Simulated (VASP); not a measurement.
# Cs2PdI6 (Fm-3m) in VASP: a series of runs

The runs below take Cs2PdI6 through single point, with LDA.

Everything below comes from runs of VASP 6.6.1. Logs are shortened: lines on timing, memory, paths and dates and some standing lists are left out, and cuts for length are marked.

### 1 The cell of the first run

It takes space group Fm-3m (No. 225, cubic). The conventional cell has a = 11.332 Å, b = 11.332 Å, c = 11.332 Å, α = 90.00°, β = 90.00°, γ = 90.00°. Cs (site symmetry -43m) has 12 I at 4.01 Å and 4 Pd at 4.91 Å within 5.3 Å. Within 3.7 Å of Pd (site symmetry m-3m) lie 6 I at 2.78 Å. I (site symmetry 4mm) has 1 Pd at 2.78 Å within 3.7 Å.

### 2 Single point, LDA, collinear spin, zero start

File INCAR:

```
PREC     = Accurate       # precision mode
ENCUT    = 520            # plane-wave cutoff, eV
EDIFF    = 1E-6           # SCF threshold, eV
ISMEAR   = 0              # smearing method
SIGMA    = 0.05           # smearing width, eV
LREAL    = F              # projectors in reciprocal space
LASPH    = T              # aspherical terms in the spheres
NELM     = 150            # most SCF steps
ALGO     = Normal         # electronic algorithm
ISIF     = 2              # what is computed and relaxed
LWAVE    = F              # write WAVECAR
LCHARG   = F              # write CHGCAR
ISPIN    = 2              # spin polarisation
MAGMOM   = 0 0 0 0 0 0 0 0 0 # initial moments
LORBIT   = 11             # projections on sites
LMAXMIX  = 4              # l up to which the mixer works
GGA      = CA             # functional
NBANDS   = 49             # bands
```

File KPOINTS:

```
Automatic mesh
0
Gamma
  3 3 3
```

File POSCAR:

```
Cs2PdI6
1.0
    0.0000000000      5.6659979400      5.6659979400
    5.6659979400      0.0000000000      5.6659979400
    5.6659979400      5.6659979400      0.0000000000
Cs Pd I
2 1 6
Direct
    0.2500000000      0.2500000000      0.2500000000
    0.7500000000      0.7500000000      0.7500000000
    0.0000000000      0.0000000000      0.0000000000
    0.7550000000      0.2450000000      0.2450000000
    0.2450000000      0.7550000000      0.7550000000
    0.2450000000      0.7550000000      0.2450000000
    0.7550000000      0.2450000000      0.7550000000
    0.2450000000      0.2450000000      0.7550000000
    0.7550000000      0.7550000000      0.2450000000
```

Potentials or basis: VASP PAW LDA potentials, release 64 (Cs_sv, Pd, I).

Command:

```bash
$ cat potpaw_LDA.64/Cs_sv/POTCAR potpaw_LDA.64/Pd/POTCAR potpaw_LDA.64/I/POTCAR > POTCAR
$ mpirun -np 1 vasp_std > vasp.out
```

OUTCAR:

```text
PREC = Accurate
   ENCUT = 520
   EDIFF = 1E-6
   ISMEAR = 0
   LREAL = F
   LASPH = T
   NELM = 150
   ISIF = 2
   ISPIN = 2
   LORBIT = 11
   GGA = CA

 ion  position               nearest neighbor table
   1  0.250  0.250  0.250-
   2  0.750  0.750  0.750-
   3  0.000  0.000  0.000-   4 2.78   5 2.78   6 2.78   7 2.78   8 2.78   9 2.78
   4  0.755  0.245  0.245-   3 2.78
   5  0.245  0.755  0.755-   3 2.78
   6  0.245  0.755  0.245-   3 2.78
   7  0.755  0.245  0.755-   3 2.78
   8  0.245  0.245  0.755-   3 2.78
   9  0.755  0.755  0.245-   3 2.78

  LATTYP: Found a face centered cubic cell.
 ALAT       =    11.3319958800

  Lattice vectors:

 A1 = (   0.0000000000,   5.6659979400,   5.6659979400)
 A2 = (   5.6659979400,   0.0000000000,   5.6659979400)
 A3 = (   5.6659979400,   5.6659979400,   0.0000000000)

Analysis of symmetry for initial positions (statically):
=====================================================================
 Subroutine PRICEL returns:
 Original cell was already a primitive cell.

 Routine SETGRP: Setting up the symmetry group for a
 face centered cubic supercell.

 Subroutine GETGRP returns: Found 48 space group operations
 (whereof 48 operations were pure point group operations)
 out of a pool of 48 trial point group operations.

The static configuration has the point symmetry O_h .

Analysis of symmetry for dynamics (positions and initial velocities):
=====================================================================
 Subroutine PRICEL returns:
 Original cell was already a primitive cell.

 Routine SETGRP: Setting up the symmetry group for a
 face centered cubic supercell.

 Subroutine GETGRP returns: Found 48 space group operations
 (whereof 48 operations were pure point group operations)
 out of a pool of 48 trial point group operations.

The dynamic configuration has the point symmetry O_h .

Analysis of structural, dynamic, and magnetic symmetry:
=====================================================================
 Subroutine PRICEL returns:
 Original cell was already a primitive cell.

 Routine SETGRP: Setting up the symmetry group for a
 face centered cubic supercell.

 Subroutine GETGRP returns: Found 48 space group operations
 (whereof 48 operations were pure point group operations)
 out of a pool of 48 trial point group operations.

The overall configuration has the point symmetry O_h .

[... 135 lines left out ...]
  ext. energy  EPLUGINS =         0.00000000
  ---------------------------------------------------
  free energy    TOTEN  =       -27.67730012 eV

  energy without entropy =      -27.66609262  energy(sigma->0) =      -27.67169637

 E-fermi :   2.1746     XC(G=0):  -8.5989

 val. band max:        2.1614860544   @ k =   0.0000   0.0000   0.0000
 cond. band min:       2.1945008981   @ k =   0.3333   0.3333   0.0000
 fundamental gap:      0.0330148437
 Fermi energy:         2.1745829397

 spin component 1

 k-point     1 :       0.0000    0.0000    0.0000
  band No.  band energies     occupation
      1     -18.1304      1.00000
      2     -18.1234      1.00000
      3     -10.1006      1.00000
      4      -9.4606      1.00000
      5      -9.4606      1.00000
      6      -9.4606      1.00000
[... 189 lines left out ...]
     46       8.5058      0.00000
     47       8.6353      0.00000
 Fermi energy:         2.1745829397

 spin component 2

 k-point     1 :       0.0000    0.0000    0.0000
  band No.  band energies     occupation
      1     -18.1304      1.00000
      2     -18.1234      1.00000
      3     -10.1006      1.00000
      4      -9.4606      1.00000
      5      -9.4606      1.00000
      6      -9.4606      1.00000
[... 189 lines left out ...]
     46       8.5058      0.00000
     47       8.6353      0.00000
 [bands above 47 left out]

------------------------ aborting loop because EDIFF is reached ----------------------------------------

  FORCE on cell =-STRESS in cart. coord.  units (eV):
  Direction    XX          YY          ZZ          XY          YZ          ZX
  --------------------------------------------------------------------------------------
  -------------------------------------------------------------------------------------
  Total       -6.4098985     -6.4098985     -6.4098985      0.0000000      0.0000000      0.0000000
  in kB      -28.2294556    -28.2294556    -28.2294556      0.0000000      0.0000000      0.0000000
  external PRESSURE =     -28.2294556 kB  Pullay stress =       0.0000000 kB

 VOLUME and BASIS-vectors are now :
 -----------------------------------------------------------------------------
  energy-cutoff  :      520.00
  volume of cell :      363.80
      direct lattice vectors                 reciprocal lattice vectors
     0.000000000  5.665997940  5.665997940    -0.088245708  0.088245708  0.088245708
     5.665997940  0.000000000  5.665997940     0.088245708 -0.088245708  0.088245708
     5.665997940  5.665997940  0.000000000     0.088245708  0.088245708 -0.088245708

 POSITION                                       TOTAL-FORCE (eV/Angst)
 -----------------------------------------------------------------------------------
      2.83300      2.83300      2.83300         0.000000     -0.000000      0.000000
      8.49900      8.49900      8.49900        -0.000000     -0.000000     -0.000000
      0.00000      0.00000      0.00000         0.000000     -0.000000      0.000000
      2.77634      5.66600      5.66600        -0.668364     -0.000000      0.000000
      8.55566      5.66600      5.66600         0.668364     -0.000000      0.000000
      5.66600      2.77634      5.66600         0.000000     -0.668364      0.000000
      5.66600      8.55566      5.66600         0.000000      0.668364      0.000000
      5.66600      5.66600      2.77634         0.000000     -0.000000     -0.668364
      5.66600      5.66600      8.55566         0.000000     -0.000000      0.668364
 -----------------------------------------------------------------------------------
    total drift:                                0.000000      0.000000     -0.000000

  FREE ENERGIE OF THE ION-ELECTRON SYSTEM (eV)
  ---------------------------------------------------
  free  energy   TOTEN  =       -27.6773001220 eV

  energy  without entropy=      -27.6660926243  energy(sigma->0) =      -27.67169637

 total charge

# of ion       s       p       d       tot
------------------------------------------
    1        1.827   4.678   0.031   6.536
    2        1.827   4.678   0.031   6.536
    3        0.395   0.445   8.361   9.202
    4        1.521   2.720   0.014   4.255
    5        1.521   2.720   0.014   4.255
    6        1.521   2.720   0.014   4.255
    7        1.521   2.720   0.014   4.255
    8        1.521   2.720   0.014   4.255
    9        1.521   2.720   0.014   4.255
--------------------------------------------------
tot         13.173  26.123   8.508  47.804

 magnetization (x)

# of ion       s       p       d       tot
------------------------------------------
    1       -0.000   0.000   0.000  -0.000
    2       -0.000   0.000   0.000  -0.000
    3       -0.000   0.000  -0.000  -0.000
    4       -0.000  -0.000   0.000  -0.000
    5       -0.000  -0.000   0.000  -0.000
    6       -0.000  -0.000   0.000  -0.000
    7       -0.000  -0.000   0.000  -0.000
    8       -0.000  -0.000   0.000  -0.000
    9       -0.000  -0.000   0.000  -0.000
--------------------------------------------------
tot         -0.000  -0.000  -0.000  -0.000
```

OSZICAR:

```text
N       E                     dE             d eps       ncg     rms          rms(c)
DAV:   1     0.438178751409E+03    0.43818E+03   -0.27234E+04   784   0.118E+03
DAV:   2     0.123436504812E+02   -0.42584E+03   -0.41091E+03   994   0.205E+02
DAV:   3    -0.280897174304E+02   -0.40433E+02   -0.40151E+02   920   0.673E+01
DAV:   4    -0.289722172727E+02   -0.88250E+00   -0.88135E+00   975   0.114E+01
DAV:   5    -0.289959058061E+02   -0.23689E-01   -0.23686E-01   992   0.185E+00    0.107E+01
DAV:   6    -0.290081317346E+02   -0.12226E-01   -0.15704E+01   844   0.200E+01    0.125E+01
DAV:   7    -0.277631681201E+02    0.12450E+01   -0.26909E+00   821   0.951E+00    0.390E+00
DAV:   8    -0.277032728060E+02    0.59895E-01   -0.44909E-01   861   0.276E+00    0.210E+00
DAV:   9    -0.276834240144E+02    0.19849E-01   -0.11323E-01   944   0.196E+00    0.115E+00
DAV:  10    -0.276795852961E+02    0.38387E-02   -0.17360E-02   870   0.103E+00    0.503E-01
DAV:  11    -0.276776727723E+02    0.19125E-02   -0.28398E-03   840   0.520E-01    0.367E-01
DAV:  12    -0.276780737755E+02   -0.40100E-03   -0.16715E-03   878   0.138E-01    0.269E-01
DAV:  13    -0.276772833101E+02    0.79047E-03   -0.93816E-04   863   0.216E-01    0.239E-02
DAV:  14    -0.276773040451E+02   -0.20735E-04   -0.21680E-04   880   0.448E-02    0.267E-02
DAV:  15    -0.276773090911E+02   -0.50461E-05   -0.39842E-06   845   0.975E-03    0.292E-02
DAV:  16    -0.276773022182E+02    0.68729E-05   -0.37816E-06   768   0.134E-02    0.176E-02
DAV:  17    -0.276773001725E+02    0.20457E-05   -0.50982E-06   780   0.126E-02    0.806E-03
DAV:  18    -0.276773001220E+02    0.50471E-07   -0.61931E-07   453   0.359E-03
   1 F= -.27677300E+02 E0= -.27671696E+02  d E =-.112075E-01  mag=    -0.0000
```

stdout:

```text
POSCAR found type information on POSCAR CsPdI
 POSCAR found :  3 types and       9 ions
 scaLAPACK will be used
 LDA part: xc-table for (Slater(with rela. corr.)+CA(PZ))
 , standard interpolation
 POSCAR, INCAR and KPOINTS ok, starting setup
 FFT: planning ... GRIDC
 FFT: planning ... GRID_SOFT
 FFT: planning ... GRID
 WAVECAR not read
 entering main loop
```

Run time: 3 min. Hardware: 1 thread of AMD EPYC 7R13 (Zen 3), shared host; peak memory 0.44 GiB.

What came out:

```
Free energy                                           : -27.6773 eV
Pressure                                              : -2.8 GPa
Largest force                                         : 0.668 eV/Å
Band gap on the k mesh                                : 0.03 eV (least direct gap 0.06 eV)
Net moment                                            : 0.00 μB per cell
Valence electrons inside the program's atomic spheres : Cs 6.54; Pd 9.20; I 4.25
```

Forces in eV/Å, atoms in the order of the input:
```
Cs   0.000  0.000  0.000
Cs   0.000  0.000  0.000
Pd   0.000  0.000  0.000
I   -0.668  0.000  0.000
I    0.668  0.000  0.000
I    0.000 -0.668  0.000
I    0.000  0.668  0.000
I    0.000  0.000 -0.668
I    0.000  0.000  0.668
```

Levels at points of the mesh, in eV from the valence-band top:
Spin up:
| k point | band 32 | band 33 | band 34 | band 35 | band 36 | band 37 | band 38 | band 39 |
| --- | --- | --- | --- | --- | --- | --- | --- | --- |
| (0.00, 0.00, 0.00) | -0.27 | 0.00 | 0.00 | 0.00 | 1.03 | 1.03 | 3.34 | 4.10 |
Spin down:
```tsv
k point	band 31	band 32	band 33	band 34	band 35	band 36	band 37	band 38	band 39	band 40
(0.00, 0.00, 0.00)	-0.27	-0.27	0.00	0.00	0.00	1.03	1.03	3.34	4.10	4.19
```

Caveat: spin-orbit coupling is left out, which moves the levels of the heavy elements; an odd mesh through Γ misses points on the zone boundary, where band edges can lie.

### 3 Single point, LDA, collinear spin

File INCAR:

```
PREC = Accurate ; ENCUT = 520
EDIFF = 1E-6 ; ISMEAR = 0
SIGMA = 0.05 ; LREAL = False
LASPH = True ; NELM = 150
ALGO = Normal ; ISIF = 2
LWAVE = False ; LCHARG = False
ISPIN = 2 ; MAGMOM = 0 0 4 0 0 0 0 0 0
LORBIT = 11 ; LMAXMIX = 4
GGA = CA ; NBANDS = 49
```

File KPOINTS:

```
regular mesh
0
Gamma
  3 3 3
```

POSCAR is that of step 2.

Potentials or basis: VASP PAW LDA potentials, release 64 (Cs_sv, Pd, I).

Command:

```bash
$ cat potpaw_LDA.64/Cs_sv/POTCAR potpaw_LDA.64/Pd/POTCAR potpaw_LDA.64/I/POTCAR > POTCAR
$ mpirun -np 1 vasp_std > vasp.out
```

OUTCAR:

```text
PREC = Accurate
   ENCUT = 520
   EDIFF = 1E-6
   ISMEAR = 0
   LREAL = False
   LASPH = True
   NELM = 150
   ISIF = 2
   ISPIN = 2
   LORBIT = 11
   GGA = CA

 ion  position               nearest neighbor table
   1  0.250  0.250  0.250-
   2  0.750  0.750  0.750-
   3  0.000  0.000  0.000-   4 2.78   5 2.78   6 2.78   7 2.78   8 2.78   9 2.78
   4  0.755  0.245  0.245-   3 2.78
   5  0.245  0.755  0.755-   3 2.78
   6  0.245  0.755  0.245-   3 2.78
   7  0.755  0.245  0.755-   3 2.78
   8  0.245  0.245  0.755-   3 2.78
   9  0.755  0.755  0.245-   3 2.78

  LATTYP: Found a face centered cubic cell.
 ALAT       =    11.3319958800

  Lattice vectors:

 A1 = (   0.0000000000,   5.6659979400,   5.6659979400)
 A2 = (   5.6659979400,   0.0000000000,   5.6659979400)
 A3 = (   5.6659979400,   5.6659979400,   0.0000000000)

Analysis of symmetry for initial positions (statically):
=====================================================================
 Subroutine PRICEL returns:
 Original cell was already a primitive cell.

 Routine SETGRP: Setting up the symmetry group for a
 face centered cubic supercell.

 Subroutine GETGRP returns: Found 48 space group operations
[... 599 lines left out ...]
  energy-cutoff  :      520.00
  volume of cell :      363.80
      direct lattice vectors                 reciprocal lattice vectors
     0.000000000  5.665997940  5.665997940    -0.088245708  0.088245708  0.088245708
     5.665997940  0.000000000  5.665997940     0.088245708 -0.088245708  0.088245708
     5.665997940  5.665997940  0.000000000     0.088245708  0.088245708 -0.088245708

 POSITION                                       TOTAL-FORCE (eV/Angst)
 -----------------------------------------------------------------------------------
      2.83300      2.83300      2.83300        -0.000000     -0.000000     -0.000000
      8.49900      8.49900      8.49900         0.000000      0.000000     -0.000000
      0.00000      0.00000      0.00000         0.000000      0.000000     -0.000000
      2.77634      5.66600      5.66600        -0.668002      0.000000     -0.000000
      8.55566      5.66600      5.66600         0.668002      0.000000     -0.000000
      5.66600      2.77634      5.66600         0.000000     -0.668002     -0.000000
      5.66600      8.55566      5.66600         0.000000      0.668002     -0.000000
      5.66600      5.66600      2.77634         0.000000      0.000000     -0.668002
      5.66600      5.66600      8.55566         0.000000      0.000000      0.668002
 -----------------------------------------------------------------------------------
    total drift:                                0.000000      0.000000     -0.000000

  FREE ENERGIE OF THE ION-ELECTRON SYSTEM (eV)
  ---------------------------------------------------
  free  energy   TOTEN  =       -27.6772994259 eV

  energy  without entropy=      -27.6660702285  energy(sigma->0) =      -27.67168483

 total charge

# of ion       s       p       d       tot
------------------------------------------
    1        1.827   4.678   0.031   6.536
    2        1.827   4.678   0.031   6.536
    3        0.395   0.445   8.361   9.202
    4        1.521   2.720   0.014   4.255
    5        1.521   2.720   0.014   4.255
    6        1.521   2.720   0.014   4.255
    7        1.521   2.720   0.014   4.255
    8        1.521   2.720   0.014   4.255
    9        1.521   2.720   0.014   4.255
--------------------------------------------------
tot         13.173  26.123   8.509  47.805

 magnetization (x)

# of ion       s       p       d       tot
------------------------------------------
    1       -0.000  -0.000  -0.000  -0.000
    2       -0.000  -0.000  -0.000  -0.000
    3        0.000  -0.000   0.000   0.000
    4        0.000   0.000   0.000   0.000
    5        0.000   0.000   0.000   0.000
    6        0.000   0.000   0.000   0.000
    7        0.000   0.000   0.000   0.000
    8        0.000   0.000   0.000   0.000
    9        0.000   0.000   0.000   0.000
--------------------------------------------------
tot          0.000   0.000   0.000   0.000
```

OSZICAR:

```text
N       E                     dE             d eps       ncg     rms          rms(c)
DAV:   1     0.439886053447E+03    0.43989E+03   -0.27161E+04   784   0.118E+03
DAV:   2     0.142110058539E+02   -0.42568E+03   -0.40982E+03   986   0.205E+02
DAV:   3    -0.265803612005E+02   -0.40791E+02   -0.40321E+02   912   0.676E+01
DAV:   4    -0.274858469474E+02   -0.90549E+00   -0.90398E+00   975   0.115E+01
DAV:   5    -0.275098036239E+02   -0.23957E-01   -0.23953E-01   975   0.187E+00    0.171E+01
DAV:   6    -0.291501265805E+02   -0.16403E+01   -0.11925E+01   821   0.202E+01    0.141E+01
DAV:   7    -0.276519075488E+02    0.14982E+01   -0.39951E+00   828   0.113E+01    0.397E+00
DAV:   8    -0.276974368227E+02   -0.45529E-01   -0.46537E-01   895   0.217E+00    0.217E+00
DAV:   9    -0.276822571950E+02    0.15180E-01   -0.90783E-02   910   0.166E+00    0.125E+00
DAV:  10    -0.276780049446E+02    0.42523E-02   -0.20003E-02   872   0.107E+00    0.561E-01
DAV:  11    -0.276775623742E+02    0.44257E-03   -0.22438E-03   903   0.191E-01    0.275E-01
DAV:  12    -0.276772835290E+02    0.27885E-03   -0.58368E-04   888   0.155E-01    0.971E-02
DAV:  13    -0.276772929334E+02   -0.94044E-05   -0.16045E-04   839   0.446E-02    0.328E-02
DAV:  14    -0.276772988251E+02   -0.58918E-05   -0.98140E-06   880   0.110E-02    0.155E-02
DAV:  15    -0.276772994259E+02   -0.60078E-06   -0.14177E-06   655   0.539E-03
   1 F= -.27677299E+02 E0= -.27671685E+02  d E =-.112292E-01  mag=     0.0000
```

stdout:

```text
POSCAR found type information on POSCAR CsPdI
 POSCAR found :  3 types and       9 ions
 scaLAPACK will be used
 LDA part: xc-table for (Slater(with rela. corr.)+CA(PZ))
 , standard interpolation
 POSCAR, INCAR and KPOINTS ok, starting setup
 FFT: planning ... GRIDC
 FFT: planning ... GRID_SOFT
 FFT: planning ... GRID
 WAVECAR not read
 entering main loop
```

It took 2.6 min on 1 thread of AMD EPYC 7R13 (Zen 3), shared host; peak memory 0.44 GiB.

Results:

- Free energy: -27.6773 eV
- Pressure: -2.8 GPa
- Largest force: 0.668 eV/Å
- Band gap on the k mesh: 0.03 eV (least direct gap 0.06 eV)
- Net moment: 0.00 μB per cell
- Valence electrons inside the program's atomic spheres: Cs 6.54; Pd 9.20; I 4.25

Forces on the atoms (eV/Å):
```
Cs   0.000  0.000  0.000
Cs   0.000  0.000  0.000
Pd   0.000  0.000  0.000
I   -0.668  0.000  0.000
I    0.668  0.000  0.000
I    0.000 -0.668  0.000
I    0.000  0.668  0.000
I    0.000  0.000 -0.668
I    0.000  0.000  0.668
```

Caveat: spin-orbit coupling is left out, which moves the levels of the heavy elements; an odd mesh through Γ misses points on the zone boundary, where band edges can lie.
